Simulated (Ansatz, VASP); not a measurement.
# W: VASP beside Ansatz

```
W
1.0
    -1.59944    1.59944    1.59944
     1.59944   -1.59944    1.59944
     1.59944    1.59944   -1.59944
W
1
Direct
  0.00000 0.00000 0.00000
```

Change from the starting cell: equal engineering shear yz, xz and xy +0.0000, equal normal strain along x, y and z +0.0200.

Alike in both runs: task single point; functional LDA; k mesh 20 × 20 × 20; occupations gaussian, width 0.15 eV; no spin polarisation.

```csv
,VASP,Ansatz
version,VASP 6.6.1,Ansatz 0.2.0
potentials or method,"VASP PAW LDA potentials, release 64 (W_sv), cutoff 520 eV","scalar-relativistic, plane waves, PAW"
valence electrons in the cell,14,14
```

VASP gave:

* gap on the k mesh at the Fermi level (eV): none
* pressure (GPa): -16.3

Problem. Estimate Ansatz's values.

Solution. gap on the k mesh at the Fermi level (eV): none; pressure (GPa): -17.8.

Ansatz warns that its potentials were made for another functional, while VASP's fit it. LDA's correlation is that of Perdew and Zunger in VASP and of Perdew and Wang (1992) in Ansatz. A gap of «none» marks a metal or a gap that the smearing closes.

Neither program's run includes spin-orbit coupling.
